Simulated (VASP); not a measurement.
# CdTe (I-4m2) in VASP: further runs

The runs below take CdTe through single point, with PBE.

Program: VASP 6.6.1. These are calculated values, not measurements. Logs are shortened: lines on timing, memory, paths and dates and some standing lists are left out, and cuts for length are marked.

## 1. The cell of the first run

The structure is tetragonal, space group I-4m2 (No. 119). Conventional cell: a = 4.397 Å, b = 4.397 Å, c = 6.314 Å, α = 90.00°, β = 90.00°, γ = 90.00°. Within 3.6 Å of Cd (site symmetry -4m2) lie 4 Te at 2.71 Å. Within 3.6 Å of Te (site symmetry -4m2) lie 4 Cd at 2.71 Å.

## 2. Single point, PBE (strain -0.030 along x and y, -0.015 along z)

The input, INCAR:

```
SYSTEM = CdTe
PREC     = Accurate       ! precision mode
ENCUT    = 520            ! plane-wave cutoff, eV
EDIFF    = 1E-6           ! SCF threshold, eV
ISMEAR   = 0              ! smearing method
SIGMA    = 0.05           ! smearing width, eV
LREAL    = .False.        ! projectors in reciprocal space
LASPH    = .True.         ! aspherical terms in the spheres
NELM     = 60             ! most SCF steps
ALGO     = Normal         ! electronic algorithm
ISIF     = 2              ! what is computed and relaxed
LWAVE    = .False.        ! write WAVECAR
LCHARG   = .False.        ! write CHGCAR
GGA      = PE             ! functional
NBANDS   = 16             ! bands
```

The input, KPOINTS:

```
Automatic mesh
0
Gamma
  8 8 8
  0 0 0
```

The input, POSCAR:

```
CdTe
1.0
    0.0000000000      3.1088500000      3.1569250000
    3.1088500000      0.0000000000      3.1569250000
    3.1088500000      3.1088500000      0.0000000000
Cd Te
1 1
Direct
    0.0000000000      0.0000000000      0.0000000000
    0.7500000000      0.7500000000      0.7500000000
```

Potentials or basis: VASP PAW PBE potentials, release 64 (Cd, Te).

Run with:

```bash
> cat potpaw_PBE.64/Cd/POTCAR potpaw_PBE.64/Te/POTCAR > POTCAR
> mpirun -np 1 vasp_std > vasp.out
```

OUTCAR:

```text
SYSTEM = CdTe
   PREC = Accurate
   ENCUT = 520
   EDIFF = 1E-6
   ISMEAR = 0
   LREAL = .False.
   LASPH = .True.
   NELM = 60
   ISIF = 2
   GGA = PE

 ion  position               nearest neighbor table
   1  0.000  0.000  0.000-   2 2.71   2 2.71   2 2.71   2 2.71
   2  0.750  0.750  0.750-   1 2.71   1 2.71   1 2.71   1 2.71

  LATTYP: Found a body centered tetragonal cell.
 ALAT       =     4.3965778334
 C/A-ratio  =     1.4360828443

  Lattice vectors:

 A1 = (  -3.1088500000,   0.0000000000,   3.1569250000)
 A2 = (   3.1088500000,   0.0000000000,   3.1569250000)
 A3 = (   0.0000000000,   3.1088500000,  -3.1569250000)

Analysis of symmetry for initial positions (statically):
=====================================================================
 Subroutine PRICEL returns:
 Original cell was already a primitive cell.

 Routine SETGRP: Setting up the symmetry group for a
 body centered tetragonal supercell.

 Subroutine GETGRP returns: Found  8 space group operations
 (whereof  8 operations were pure point group operations)
 out of a pool of 16 trial point group operations.

The static configuration has the point symmetry D_2d.

Analysis of symmetry for dynamics (positions and initial velocities):
=====================================================================
 Subroutine PRICEL returns:
 Original cell was already a primitive cell.

 Routine SETGRP: Setting up the symmetry group for a
 body centered tetragonal supercell.

 Subroutine GETGRP returns: Found  8 space group operations
 (whereof  8 operations were pure point group operations)
 out of a pool of 16 trial point group operations.

The dynamic configuration has the point symmetry D_2d.

 Subroutine INISYM returns: Found  8 space group operations
 (whereof  8 operations are pure point group operations),
 and found     1 'primitive' translations

----------------------------------------------------------------------------------------

                                     Primitive cell

  volume of cell :      61.0230

  direct lattice vectors                    reciprocal lattice vectors
     0.000000000  3.108850000  3.156925000    -0.160831176  0.160831176  0.158381970
     3.108850000  0.000000000  3.156925000     0.160831176 -0.160831176  0.158381970
     3.108850000  3.108850000  0.000000000     0.160831176  0.160831176 -0.158381970

  length of vectors
     4.430702402  4.430702402  4.396577833     0.277160932  0.277160932  0.277160932

  position of ions in fractional coordinates (direct lattice)
     0.000000000  0.000000000  0.000000000
     0.750000000  0.750000000  0.750000000

  ion indices of the primitive-cell ions
   primitive index   ion index
                 1           1
                 2           2

----------------------------------------------------------------------------------------

 KPOINTS: Automatic mesh

Automatic generation of k-mesh.
 Grid dimensions read from file:
 generate k-points for:    8    8    8

 Generating k-lattice:

  Cartesian coordinates                     Fractional coordinates (reciprocal lattice)
    -0.020103897  0.020103897  0.019797746     0.125000000  0.000000000  0.000000000
     0.020103897 -0.020103897  0.019797746     0.000000000  0.125000000  0.000000000
     0.020103897  0.020103897 -0.019797746     0.000000000  0.000000000  0.125000000

  Length of vectors
     0.034645117  0.034645117  0.034645117

  Shift w.r.t. Gamma in fractional coordinates (k-lattice)
     0.000000000  0.000000000  0.000000000

 Subroutine IBZKPT returns following result:
 ===========================================

 Found     59 irreducible k-points:

 Following reciprocal coordinates:
            Coordinates               Weight
  0.000000  0.000000  0.000000      1.000000
  0.125000  0.000000  0.000000      8.000000
  0.250000  0.000000  0.000000      8.000000
  0.375000  0.000000  0.000000      8.000000
  0.500000  0.000000  0.000000      4.000000
  0.125000  0.125000  0.000000      2.000000
[... 16 lines left out ...]
  0.250000  0.000000  0.125000     16.000000
  0.375000  0.000000  0.125000     16.000000
 [... further k-points ...]
   k-points           NKPTS =     59   k-points in BZ     NKDIM =     59   number of bands    NBANDS=     16
   number of dos      NEDOS =    301   number of ions     NIONS =      2
   total plane-waves  NPLWV =  46656
   dimension x,y,z NGX =    36 NGY =   36 NGZ =   36
   dimension x,y,z NGXF=    72 NGYF=   72 NGZF=   72
   ions per type =               1   1
   NGX,Y,Z   is equivalent  to a cutoff of  13.51, 13.51, 13.61 a.u.
   NGXF,Y,Z  is equivalent  to a cutoff of  27.02, 27.02, 27.23 a.u.
 SYSTEM =  CdTe
   PREC   = accura    normal or accurate (medium, high low for compatibility)
   ISTART =      0    job   : 0-new  1-cont  2-samecut
   ICHARG =      2    charge: 1-file 2-atom 10-const
   ISPIN  =      1    spin polarized calculation?
   LNONCOLLINEAR =      F non collinear calculations
   LSORBIT =      F    spin-orbit coupling
   LASPH  =      T    aspherical Exc in radial PAW
   ENCUT  =  520.0 eV  38.22 Ry    6.18 a.u.   8.24  8.24  8.17*2*pi/ulx,y,z
   NELM   =     60;   NELMIN=  2; NELMDL= -5     # of ELM steps
   EDIFF  = 0.1E-05   stopping-criterion for ELM
   LREAL  =      F    real-space projection
   EDIFFG = 0.1E-04   stopping-criterion for IOM
   NSW    =      0    number of steps for IOM
   IBRION =     -1    ionic relax: 0-MD 1-quasi-New 2-CG
   NFREE  =      0    steps in history (QN), initial steepest desc. (CG)
   ISIF   =      2    stress and relaxation
   ISYM   =      2    0-nonsym 1-usesym 2-fastsym
   POTIM  = 0.5000    time-step for ionic-motion
   TEBEG  =    0.0;   TEEND  =   0.0 temperature during run
   PSTRESS=    0.0 pullay stress
   NELECT =      18.0000    total number of electrons
   NUPDOWN=      -1.0000    fix difference up-down
   EMIN   =  10.00;   EMAX   =-10.00  energy-range for DOS
   EFERMI =   0.00;   METHOD = LEGACY
   ISMEAR =     0;   SIGMA  =   0.05  broadening in eV -4-tet -1-fermi 0-gaus
   EFERMI_NEDOS =   21; number of points for ismear=-14 and -15
   IALGO  =     38    algorithm
   IMIX   =      4    mixing-type and parameters
     AMIX     =   0.40;   BMIX     =  1.00
     AMIX_MAG =   1.60;   BMIX_MAG =  1.00
  volume/ion in A,a.u.               =      30.51       205.90
  Fermi-wavevector in a.u.,A,eV,Ry     =   1.089769  2.059365 16.158227  1.187596
  Thomas-Fermi vector in A             =   2.225979
   LORBIT       =      0    0 simple, 1 ext, 2 COOP (PROOUT), +10 PAW based schemes
   GGA     = PE    functional components
   LHFCALC =     F    Hartree Fock is set to
   AEXX    =    0.0000 exact exchange contribution
   IVDW    =     0    specifies the selected vdW correction
   LEPSILON=     F    determine dielectric tensor
   LRPA    =     F    only Hartree local field effects (RPA)
 non-spin polarized calculation
 Gauss-broadening in eV      SIGMA  =   0.05
  energy-cutoff  :      520.00
  volume of cell :       61.02
 maximum number of plane-waves:      1667
 NGX is ok and might be reduce to    36
   NGX = 17   NGY = 17   NGZ = 17

 number of electron      18.0000003 magnetization

 Free energy of the ion-electron system (eV)
  ---------------------------------------------------
  ext. energy  EPLUGINS =         0.00000000
  ---------------------------------------------------
  free energy    TOTEN  =        -4.52502726 eV

  energy without entropy =       -4.52502726  energy(sigma->0) =       -4.52502726

 E-fermi :   3.6578     XC(G=0):  -9.0793

 val. band max:        3.4336929559   @ k =   0.0000   0.0000   0.0000
 cond. band min:       4.5261217807   @ k =   0.0000   0.0000   0.0000
 fundamental gap:      1.0924288249
 Fermi energy:         3.6577674053

 k-point     1 :       0.0000    0.0000    0.0000
  band No.  band energies     occupation
      1      -8.4504      2.00000
      2      -5.3202      2.00000
      3      -5.3160      2.00000
      4      -5.3160      2.00000
      5      -4.9695      2.00000
      6      -4.9645      2.00000
[... 8 lines left out ...]
     15      12.8344      0.00000
     16      13.0730      0.00000

 k-point     2 :       0.1250    0.0000    0.0000
  band No.  band energies     occupation
      1      -8.3763      2.00000
      2      -5.3041      2.00000
      3      -5.3010      2.00000
      4      -5.2676      2.00000
      5      -4.9706      2.00000
      6      -4.9664      2.00000
[... 8 lines left out ...]
     15      12.0385      0.00000
     16      12.1911      0.00000

 k-point     3 :       0.2500    0.0000    0.0000
  band No.  band energies     occupation
      1      -8.1957      2.00000
      2      -5.2711      2.00000
      3      -5.2674      2.00000
      4      -5.0887      2.00000
      5      -4.9690      2.00000
      6      -4.9673      2.00000
[... 8 lines left out ...]
     15      11.9108      0.00000
     16      11.9375      0.00000

 k-point     4 :       0.3750    0.0000    0.0000
  band No.  band energies     occupation
      1      -8.0163      2.00000
      2      -5.2443      2.00000
      3      -5.2393      2.00000
      4      -4.9614      2.00000
      5      -4.9606      2.00000
      6      -4.7554      2.00000
[... 8 lines left out ...]
     15      12.7965      0.00000
     16      12.8474      0.00000

 k-point     5 :       0.5000    0.0000    0.0000
  band No.  band energies     occupation
      1      -7.9438      2.00000
      2      -5.2355      2.00000
      3      -5.2298      2.00000
      4      -4.9564      2.00000
      5      -4.9540      2.00000
      6      -4.5180      2.00000
[... 8 lines left out ...]
     15      13.9226      0.00000
     16      14.0269      0.00000

 k-point     6 :       0.1250    0.1250    0.0000
  band No.  band energies     occupation
      1      -8.3532      2.00000
      2      -5.2868      2.00000
      3      -5.2868      2.00000
      4      -5.2730      2.00000
      5      -4.9796      2.00000
      6      -4.9590      2.00000
[... 8 lines left out ...]
     15      12.1624      0.00000
     16      13.2024      0.00000
[... 267 lines left out ...]
 k-point    21 :       0.5000    0.5000    0.0000
  band No.  band energies     occupation
      1      -7.7955      2.00000
      2      -5.1269      2.00000
      3      -5.0921      2.00000
      4      -5.0921      2.00000
      5      -4.9268      2.00000
      6      -4.3609      2.00000
[... 8 lines left out ...]
     15      14.4392      0.00000
     16      15.3746      0.00000

 k-point    22 :       0.1250    0.0000    0.1250
  band No.  band energies     occupation
      1      -8.3510      2.00000
      2      -5.2916      2.00000
      3      -5.2862      2.00000
      4      -5.2694      2.00000
      5      -4.9748      2.00000
      6      -4.9620      2.00000
[... 8 lines left out ...]
     15      12.2414      0.00000
     16      13.0236      0.00000

 k-point    23 :       0.2500    0.0000    0.1250
  band No.  band energies     occupation
      1      -8.2057      2.00000
      2      -5.2652      2.00000
      3      -5.2532      2.00000
      4      -5.1469      2.00000
      5      -4.9713      2.00000
      6      -4.9567      2.00000
[... 8 lines left out ...]
     15      12.7642      0.00000
     16      12.9612      0.00000

 k-point    24 :       0.3750    0.0000    0.1250
  band No.  band energies     occupation
      1      -8.0269      2.00000
      2      -5.2383      2.00000
      3      -5.2227      2.00000
      4      -5.0090      2.00000
      5      -4.9517      2.00000
      6      -4.8101      2.00000
[... 8 lines left out ...]
     15      12.7742      0.00000
     16      13.4342      0.00000

 [... further k-points ...]

------------------------ aborting loop because EDIFF is reached ----------------------------------------

  FORCE on cell =-STRESS in cart. coord.  units (eV):
  Direction    XX          YY          ZZ          XY          YZ          ZX
  --------------------------------------------------------------------------------------
  -------------------------------------------------------------------------------------
  Total        3.5646403      3.5646403      3.5119197      0.0000000      0.0000000      0.0000000
  in kB       93.5906585     93.5906585     92.2064635      0.0000000      0.0000000      0.0000000
  external PRESSURE =      93.1292602 kB  Pullay stress =       0.0000000 kB

 VOLUME and BASIS-vectors are now :
 -----------------------------------------------------------------------------
  energy-cutoff  :      520.00
  volume of cell :       61.02
      direct lattice vectors                 reciprocal lattice vectors
     0.000000000  3.108850000  3.156925000    -0.160831176  0.160831176  0.158381970
     3.108850000  0.000000000  3.156925000     0.160831176 -0.160831176  0.158381970
     3.108850000  3.108850000  0.000000000     0.160831176  0.160831176 -0.158381970

 POSITION                                       TOTAL-FORCE (eV/Angst)
 -----------------------------------------------------------------------------------
      0.00000      0.00000      0.00000         0.000000      0.000000     -0.000000
      4.66327      4.66327      4.73539        -0.000000     -0.000000      0.000000
 -----------------------------------------------------------------------------------
    total drift:                                0.000000      0.000000     -0.000000

  FREE ENERGIE OF THE ION-ELECTRON SYSTEM (eV)
  ---------------------------------------------------
  free  energy   TOTEN  =        -4.5250272597 eV

  energy  without entropy=       -4.5250272597  energy(sigma->0) =       -4.52502726
```

Run time: 44 s. Hardware: 1 thread of Intel Xeon Platinum 8259CL at 2.50GHz (Skylake/Cascade Lake), shared host; peak memory 0.24 GiB.

Results:

```
Free energy            : -4.5250 eV
Pressure               : 9.3 GPa
Band gap on the k mesh : 1.09 eV, direct
```

Caveat: the cell differs from its parent crystal (strain -0.030 along x and y, -0.015 along z); spin-orbit coupling is left out, which moves the levels of the heavy elements.

(Continued in part 2 of 2.)
